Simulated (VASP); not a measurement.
**CdF3: single point with PBE**

The system is CdF3.

```xyz
4
Lattice="-2.3470 2.3470 2.3470 2.3470 -2.3470 2.3470 2.3470 2.3470 -2.3470" Properties=species:S:1:pos:R:3 pbc="T T T"
Cd    0.0000    0.0000    0.0000
F     2.3470    0.0000    0.0000
F     0.0000    2.3470    0.0000
F     0.0000    0.0000    2.3470
```

```
Program             : VASP 6.6.1
Task                : single point
Functional          : PBE
Potentials or basis : VASP PAW PBE potentials, release 64 (Cd, F)
Cutoff              : 520 eV
k mesh              : 6 × 6 × 6
Occupations         : gaussian, width 0.1 eV
Spin                : collinear spin, ferromagnetic start
Starting moments    : [0.0, 1.0, 1.0, 1.0] μB
```

- Pressure: 0.1 GPa
- Band gap on the k mesh: zero (filled and empty bands overlap)
- Net moment: 1.00 μB per cell
- Site moments: Cd -0.01; F +0.32 μB
- Valence electrons inside the program's atomic spheres: Cd 10.03; F 5.97

Levels at points of the mesh, in eV from the Fermi level:
Spin up:
```
           k point  band 13  band 14  band 15  band 16  band 17  band 18  band 19  band 20  band 21  band 22
(0.00, 0.00, 0.00)    -2.99    -2.99    -0.59    -0.59    -0.59     1.87    13.59    13.59    13.59    13.99
(0.50, 0.00, 0.00)    -2.23    -2.11    -2.05    -1.20    -0.54     5.57     7.95    10.55    12.02    14.88
(0.50, 0.50, 0.50)    -2.52    -2.52    -0.55    -0.55    -0.55     4.09    10.51    10.51    10.51    16.65
```
Spin down:
```
           k point  band 13  band 14  band 15  band 16  band 17  band 18  band 19  band 20
(0.00, 0.00, 0.00)    -2.74    -2.74     0.22     0.22     0.22     1.91    13.59    13.59
(0.50, 0.00, 0.00)    -1.51    -1.45    -1.40    -0.89     0.27     5.69     8.07    10.58
(0.50, 0.50, 0.50)    -2.09    -2.09     0.26     0.26     0.26     4.10    10.67    10.67
```

Wall time 72 s on 1 thread of Intel Xeon 8259CL, on a shared host, peak memory 0.2 GiB.
